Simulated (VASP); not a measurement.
# GaSb (I-4m2) in VASP: notebook, part 2 of 2

VASP 6.6.1.

**4. Single point, r2SCAN (film at in-plane strain -0.01)**

POSCAR reads:

```
GaSb
1.0
    3.0356220026      3.0356220026      0.0000000000
   -3.0356220026      3.0356220026      0.0000000000
    0.0000000000      3.0356220026      3.0910193746
Ga Sb
1 1
Direct
    0.0000000000      0.0000000000      0.0000000000
    0.7500000000      0.2500000000      0.5000000000
```

INCAR.step1 reads:

```
  PREC = Accurate
  ENCUT = 520
  ISMEAR = 0
  SIGMA = 0.01
  LREAL = False
  LASPH = True
  NELM = 80
  NBANDS = 16
  GGA = PE
  ALGO = Normal
  EDIFF = 1E-4
  LWAVE = True
  LCHARG = False
```

INCAR.step2 reads:

```
  PREC = Accurate
  ENCUT = 520
  EDIFF = 1E-7
  ISMEAR = 0
  SIGMA = 0.01
  LREAL = False
  LASPH = True
  NELM = 80
  ALGO = Normal
  ISIF = 2
  LWAVE = False
  LCHARG = True
  METAGGA = R2SCAN
  LMIXTAU = True
  LELF = True
  LVHAR = True
  NBANDS = 16
  ISTART = 1
```

KPOINTS reads:

```
Automatic mesh
0
Gamma
  6 6 6
```

Potentials or basis: VASP PAW PBE potentials, release 64 (Ga_d, Sb).

On the command line:

```sh
cat potpaw_PBE.64/Ga_d/POTCAR potpaw_PBE.64/Sb/POTCAR > POTCAR
cp INCAR.step1 INCAR
mpirun -np 1 vasp_std > vasp.out
cp INCAR.step2 INCAR
mpirun -np 1 vasp_std > vasp.out
```

OUTCAR:

```text
PREC = Accurate
   ENCUT = 520
   EDIFF = 1E-7
   ISMEAR = 0
   LREAL = False
   LASPH = True
   NELM = 80
   ISIF = 2
   METAGGA = R2SCAN
   ISTART = 1

 ion  position               nearest neighbor table
   1  0.000  0.000  0.000-   2 2.65   2 2.65   2 2.65   2 2.65
   2  0.750  0.250  0.500-   1 2.65   1 2.65   1 2.65   1 2.65

  LATTYP: Found a body centered tetragonal cell.
 ALAT       =     4.2930178063
 C/A-ratio  =     1.4400216883

  Lattice vectors:

 A1 = (   3.0356220026,   0.0000000000,  -3.0910193746)
 A2 = (  -3.0356220026,   0.0000000000,  -3.0910193746)
 A3 = (   0.0000000000,   3.0356220026,   3.0910193746)

Analysis of symmetry for initial positions (statically):
=====================================================================
 Subroutine PRICEL returns:
 Original cell was already a primitive cell.

 Routine SETGRP: Setting up the symmetry group for a
 body centered tetragonal supercell.

 Subroutine GETGRP returns: Found  8 space group operations
 (whereof  8 operations were pure point group operations)
 out of a pool of 16 trial point group operations.

The static configuration has the point symmetry D_2d.

[... 155 lines left out ...]
  ---------------------------------------------------
  free energy    TOTEN  =       -37.57540842 eV

  energy without entropy =      -37.57540842  energy(sigma->0) =      -37.57540842

 E-fermi :   4.8457     XC(G=0):  -9.7413

 val. band max:        4.7804370501   @ k =   0.0000   0.0000   0.0000
 cond. band min:       5.2264348760   @ k =   0.0000   0.0000   0.0000
 fundamental gap:      0.4459978259
 Fermi energy:         4.8457299776

 k-point     1 :       0.0000    0.0000    0.0000
  band No.  band energies     occupation
      1     -10.7758      2.00000
      2     -10.7735      2.00000
      3     -10.7734      2.00000
      4     -10.7178      2.00000
      5     -10.7156      2.00000
      6      -7.2240      2.00000
[... 433 lines left out ...]
      3     -10.7520      2.00000
      4     -10.7214      2.00000
      5     -10.7166      2.00000
      6      -4.8691      2.00000
[... 8 lines left out ...]
     15      15.7344      0.00000
     16      15.9881      0.00000

 [... further k-points ...]
[... 5 lines left out ...]
  --------------------------------------------------------------------------------------
  -------------------------------------------------------------------------------------
  Total        0.3794961      0.3794961      0.0520520      0.0000000      0.0000000     -0.0000000
  in kB       10.6731049     10.6731049      1.4639332      0.0000000      0.0000000     -0.0000000
  external PRESSURE =       7.6033810 kB  Pullay stress =       0.0000000 kB

 VOLUME and BASIS-vectors are now :
 -----------------------------------------------------------------------------
  energy-cutoff  :      520.00
  volume of cell :       56.97
      direct lattice vectors                 reciprocal lattice vectors
     3.035622003  3.035622003  0.000000000     0.164710889  0.164710889 -0.161758934
    -3.035622003  3.035622003  0.000000000    -0.164710889  0.164710889 -0.161758934
     0.000000000  3.035622003  3.091019375     0.000000000  0.000000000  0.323517869

 POSITION                                       TOTAL-FORCE (eV/Angst)
 -----------------------------------------------------------------------------------
      0.00000      0.00000      0.00000        -0.000000      0.000000      0.000000
      1.51781      4.55343      1.54551         0.000000     -0.000000      0.000000
 -----------------------------------------------------------------------------------
    total drift:                               -0.000023     -0.000000      0.000000

  FREE ENERGIE OF THE ION-ELECTRON SYSTEM (eV)
  ---------------------------------------------------
  free  energy   TOTEN  =       -37.5754084215 eV

  energy  without entropy=      -37.5754084215  energy(sigma->0) =      -37.57540842
```

OSZICAR.step1:

```text
N       E                     dE             d eps       ncg     rms          rms(c)
DAV:   1     0.785144251362E+02    0.78514E+02   -0.85810E+03   968   0.136E+03
DAV:   2    -0.125972159482E+01   -0.79774E+02   -0.77035E+02  1104   0.292E+02
DAV:   3    -0.727218113418E+01   -0.60125E+01   -0.59980E+01  1184   0.634E+01
DAV:   4    -0.737028440226E+01   -0.98103E-01   -0.98091E-01  1176   0.901E+00
DAV:   5    -0.737258767162E+01   -0.23033E-02   -0.23032E-02  1304   0.123E+00    0.321E+00
DAV:   6    -0.732688602767E+01    0.45702E-01   -0.64761E-02  1384   0.397E+00    0.194E+00
DAV:   7    -0.731329716625E+01    0.13589E-01   -0.40780E-02  1064   0.161E+00    0.353E-01
DAV:   8    -0.731432411964E+01   -0.10270E-02   -0.46622E-03  1288   0.793E-01    0.900E-02
DAV:   9    -0.731484201779E+01   -0.51790E-03   -0.70308E-04  1136   0.236E-01    0.374E-02
DAV:  10    -0.731487543825E+01   -0.33420E-04   -0.37731E-05   984   0.507E-02
   1 F= -.73148754E+01 E0= -.73148715E+01  d E =-.785628E-05
```

Run time: 48 s. Hardware: 1 thread of Intel Xeon Platinum 8559C (Emerald Rapids), shared host; peak memory 0.2 GiB.

What came out:

- Free energy: -37.5754 eV
- Pressure: 0.8 GPa
- Band gap on the k mesh: 0.45 eV, direct

Levels at points of the mesh, in eV from the valence-band top:
```csv
k point,band 5,band 6,band 7,band 8,band 9,band 10,band 11,band 12,band 13,band 14
"(0.00, 0.00, 0.00)",-15.50,-12.00,-0.11,0.00,0.00,0.45,2.92,2.92,2.98,6.32
"(0.50, 0.00, 0.00)",-15.50,-10.27,-6.65,-1.33,-1.19,0.65,3.93,4.02,6.88,9.95
"(0.50, 0.50, 0.00)",-15.49,-9.35,-7.08,-2.80,-2.78,1.02,1.39,9.24,9.24,10.79
"(0.00, 0.00, 0.50)",-15.49,-9.42,-7.17,-2.68,-2.68,1.17,1.51,9.25,9.25,10.75
```

Caveat: the cell differs from its parent crystal (film at in-plane strain -0.01); the PAW data sets were made with another functional, which shifts forces and pressure a little; spin-orbit coupling is left out, which moves the levels of the heavy elements.

**5. Single point, r2SCAN (in-plane strain -0.005, then relaxed in part)**

POSCAR reads:

```
GaSb
1.0
    3.0509534268      3.0509534268      0.0000000000
   -3.0509534268      3.0509534268      0.0000000000
    0.0000000000      3.0509534268      3.0788256471
Ga Sb
1 1
Direct
    0.0000000000      0.0000000000      0.0000000000
    0.7500000000      0.2500000000      0.5000000000
```

INCAR.step1 reads:

```
PREC = Accurate ; ENCUT = 520
ISMEAR = 0 ; SIGMA = 0.01
LREAL = F ; LASPH = T
NELM = 100 ; NBANDS = 16
GGA = PE ; ALGO = Normal
EDIFF = 1E-4 ; LWAVE = T
LCHARG = F
```

INCAR.step2 reads:

```
PREC = Accurate ; ENCUT = 520
EDIFF = 1E-6 ; ISMEAR = 0
SIGMA = 0.01 ; LREAL = F
LASPH = T ; NELM = 100
ALGO = Normal ; ISIF = 2
LWAVE = F ; LCHARG = T
METAGGA = R2SCAN ; LMIXTAU = T
LELF = T ; LVHAR = T
NBANDS = 16 ; ISTART = 1
```

KPOINTS is that of step 4.

Potentials or basis: VASP PAW PBE potentials, release 64 (Ga_d, Sb).

On the command line:

```sh
cat potpaw_PBE.64/Ga_d/POTCAR potpaw_PBE.64/Sb/POTCAR > POTCAR
cp INCAR.step1 INCAR
mpirun -np 1 vasp_std > vasp.out
cp INCAR.step2 INCAR
mpirun -np 1 vasp_std > vasp.out
```

OUTCAR:

```text
PREC = Accurate
   ENCUT = 520
   EDIFF = 1E-6
   ISMEAR = 0
   LREAL = F
   LASPH = T
   NELM = 100
   ISIF = 2
   METAGGA = R2SCAN
   ISTART = 1

 ion  position               nearest neighbor table
   1  0.000  0.000  0.000-   2 2.65   2 2.65   2 2.65   2 2.65
   2  0.750  0.250  0.500-   1 2.65   1 2.65   1 2.65   1 2.65

  LATTYP: Found a body centered tetragonal cell.
 ALAT       =     4.3146997143
 C/A-ratio  =     1.4271332194

  Lattice vectors:

[... 192 lines left out ...]
      6      -7.2436      2.00000
[... 433 lines left out ...]
      3     -10.8036      2.00000
      4     -10.7733      2.00000
      5     -10.7685      2.00000
      6      -4.9080      2.00000
[... 8 lines left out ...]
     15      15.6976      0.00000
     16      15.9239      0.00000

 [... further k-points ...]
[... 5 lines left out ...]
  --------------------------------------------------------------------------------------
  -------------------------------------------------------------------------------------
  Total        0.1916655      0.1916655      0.0297208      0.0000000      0.0000000      0.0000000
  in kB        5.3575761      5.3575761      0.8307786      0.0000000      0.0000000      0.0000000
  external PRESSURE =       3.8486436 kB  Pullay stress =       0.0000000 kB

 VOLUME and BASIS-vectors are now :
 -----------------------------------------------------------------------------
  energy-cutoff  :      520.00
  volume of cell :       57.32
      direct lattice vectors                 reciprocal lattice vectors
     3.050953427  3.050953427  0.000000000     0.163883197  0.163883197 -0.162399583
    -3.050953427  3.050953427  0.000000000    -0.163883197  0.163883197 -0.162399583
     0.000000000  3.050953427  3.078825647     0.000000000  0.000000000  0.324799165

 POSITION                                       TOTAL-FORCE (eV/Angst)
 -----------------------------------------------------------------------------------
      0.00000      0.00000      0.00000        -0.000000      0.000000      0.000000
      1.52548      4.57643      1.53941         0.000000     -0.000000      0.000000
 -----------------------------------------------------------------------------------
    total drift:                               -0.000020     -0.000000      0.000000

  FREE ENERGIE OF THE ION-ELECTRON SYSTEM (eV)
  ---------------------------------------------------
  free  energy   TOTEN  =       -37.5780720498 eV

  energy  without entropy=      -37.5780720498  energy(sigma->0) =      -37.57807205
```

OUTCAR.step1:

```text
PREC = Accurate
   ENCUT = 520
   ISMEAR = 0
   LREAL = F
   LASPH = T
[... 677 lines left out ...]
 -----------------------------------------------------------------------------------
      0.00000      0.00000      0.00000         0.000000     -0.000000      0.000000
      1.52548      4.57643      1.53941        -0.000000      0.000000      0.000000
 -----------------------------------------------------------------------------------
    total drift:                               -0.000001     -0.000000      0.000000

  FREE ENERGIE OF THE ION-ELECTRON SYSTEM (eV)
  ---------------------------------------------------
  free  energy   TOTEN  =        -7.3216027046 eV

  energy  without entropy=       -7.3215399035  energy(sigma->0) =       -7.32157130
```

It took 38 s on 1 thread of Intel Xeon Platinum 8559C (Emerald Rapids), shared host; peak memory 0.2 GiB.

What came out:

* Free energy: -37.5781 eV
* Pressure: 0.4 GPa
* Band gap on the k mesh: 0.42 eV, direct

Levels at points of the mesh, in eV from the valence-band top:
```tsv
k point	band 7	band 8	band 9	band 10	band 11	band 12
(0.00, 0.00, 0.00)	-0.06	0.00	0.00	0.42	2.95	2.95
(0.50, 0.00, 0.00)	-6.60	-1.27	-1.19	0.66	3.97	4.02
(0.50, 0.50, 0.00)	-7.05	-2.73	-2.73	1.07	1.44	9.23
(0.00, 0.00, 0.50)	-7.09	-2.67	-2.67	1.15	1.50	9.23
```

Caveat: the cell differs from its parent crystal (in-plane strain -0.005, then relaxed in part); the PAW data sets were made with another functional, which shifts forces and pressure a little; spin-orbit coupling is left out, which moves the levels of the heavy elements. A k mesh can miss the band edges.

**6. The runs side by side**

| cell | gap on the mesh (eV) | pressure (GPa) |
| --- | --- | --- |
| a = 4.293, b = 4.293, c = 4.328 Å, angles 60.3, 60.3, 90.0°, 2 atoms | 0.47 | 0.8 |
| a = 4.293, b = 4.293, c = 4.332 Å, angles 60.3, 60.3, 90.0°, 2 atoms | 0.45 | 0.8 |
| a = 4.315, b = 4.315, c = 4.334 Å, angles 60.2, 60.2, 90.0°, 2 atoms | 0.42 | 0.4 |

Alike in all rows: task single point; level r2SCAN; potentials or basis VASP PAW PBE potentials, release 64 (Ga_d, Sb); no spin polarisation; k mesh 6 × 6 × 6; cutoff (eV) 520; smearing gaussian 0.01 eV.

Caveats: the PAW data sets were made with another functional, which shifts forces and pressure a little; spin-orbit coupling is left out, which moves the levels of the heavy elements.

Absolute energies hang on the potentials; compare differences alone.
